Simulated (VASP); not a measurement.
Write the native input for VASP 6.6.1 that does the following.

| Item | Value |
| --- | --- |
| Task | electric field gradients |
| Functional | PBE |
| Potentials or basis | VASP PAW PBE potentials, release 64 (Nb_sv) |
| Cutoff | 400 eV |
| k mesh | 5 × 5 × 5 |
| Occupations | methfessel-paxton, width 0.1 eV |
| Spin | no spin polarisation |
| Hubbard terms | Nb d U = 3.2 eV, J = 0.44 eV |
| Dipole correction | no |
| LDAUTYPE | 1 |
| Hund's J | 0.44 |
| Further INCAR settings | ALGO = Normal; EDIFF = 1e-08; NBANDS = 12 |

The structure of Nb lies in POSCAR:

```
Nb
1.0
   -1.6588161896      1.6588161896      1.6588161896
    1.6588161896     -1.6588161896      1.6588161896
    1.6588161896      1.6588161896     -1.6588161896
Nb
1
Direct
    0.0000000000      0.0000000000      0.0000000000
```

The input as run:

INCAR

```
PREC = Accurate
ENCUT = 400
EDIFF = 1E-8
ISMEAR = 1
SIGMA = 0.1
LREAL = False
LASPH = True
NELM = 200
ALGO = Normal
ISIF = 2
LWAVE = False
LCHARG = False
LMAXMIX = 4
LDAU = True
LDAUTYPE = 1
LDAUL = 2
LDAUU = 3.2
LDAUJ = 0.44
LDAUPRINT = 1
GGA = PE
LEFG = True
NBANDS = 12
GGA_COMPAT = False
```

KPOINTS

```
Automatic mesh
0
Gamma
  5 5 5
```

Potentials or basis: VASP PAW PBE potentials, release 64 (Nb_sv).

Command:

```sh
$ cat potpaw_PBE.64/Nb_sv/POTCAR > POTCAR
$ mpirun -np 1 vasp_std > vasp.out
```

It gave:

```json
{
 "Pressure": "4.5 GPa"
}
```

Caveat: the k points lie up to 0.54 Å⁻¹ apart; without QUAD_EFG the Cq values of the log hold for a quadrupole moment of 1 mb, not for the nuclei; U without spin polarisation on a metal has little footing; the U is typed as a test and isn't derived for this compound.

Wall time 7.1 s on 1 thread of Intel Xeon 8259CL (shared host), peak memory 0.12 GiB.
